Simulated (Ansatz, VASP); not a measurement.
## Two plane-wave programs on C

The input INCAR:

```
ALGO = Normal ; EDIFF = 1E-7
ENCUT = 520 ; GGA = CA
ISIF = 2 ; ISMEAR = 0
LASPH = True ; LCHARG = True
LELF = True ; LREAL = False
LVHAR = True ; LWAVE = False
NBANDS = 11 ; NELM = 80
PREC = Accurate ; SIGMA = 0.05
```

File KPOINTS:

```
k-points
0
Gamma
  12 12 12
```

The input POSCAR:

```
C
1.0
    0.0000000000      1.8232640915      1.6960002579
    1.8232640915      0.0000000000      1.6960002579
    1.8232640915      1.8232640915      0.0000000000
C
2
Direct
    0.5000000000      0.5000000000      0.5000000000
    0.7500000000      0.7500000000      0.7500000000
```

Input for Ansatz:

```yaml
crystal:
  lattice:
    - [0.0, 1.8232640915, 1.6960002579]
    - [1.8232640915, 0.0, 1.6960002579]
    - [1.8232640915, 1.8232640915, 0.0]
  atoms:
    - { symbol: C, position: [0.5, 0.5, 0.5] }
    - { symbol: C, position: [0.75, 0.75, 0.75] }
basis:
  ecutwfc: 520.0
kpoints:
  mp_grid: { grid: [12, 12, 12] }
hamiltonian:
  xc: lda
  pseudopotentials: { kind: paw, azcp: { folder: soft_1 } }
scf:
  occupations: { method: gaussian, width: 0.05 }
output:
  forces: true
  stress: true
  eigenvalues: true
```

Alike in both runs: task single point; functional LDA; k mesh 12 × 12 × 12; occupations gaussian, width 0.05 eV; no spin polarisation.

|  | VASP | Ansatz |
| --- | --- | --- |
| version | VASP 6.6.1 | Ansatz 0.2.0 |
| potentials or method | VASP PAW LDA potentials, release 64 (C), cutoff 520 eV | scalar-relativistic, plane waves, PAW |
| valence electrons in the cell | 8 | 8 |

|  | VASP | Ansatz | Ansatz less VASP |
| --- | --- | --- | --- |
| gap on the k mesh at the Fermi level (eV) | 2.36 | 2.37 | +0.009 |
| least direct gap on the mesh (eV) | 4.35 | 4.35 | -0.002 |
| pressure (GPa) | -9.0 | -10.6 | -1.56 |
| traceless stress, the component that is largest in VASP (GPa) | 41.52 | 41.59 | +0.072 |

Ansatz warns that its potentials were made for another functional, while VASP's fit it. LDA's correlation is that of Perdew and Zunger in VASP and of Perdew and Wang (1992) in Ansatz.
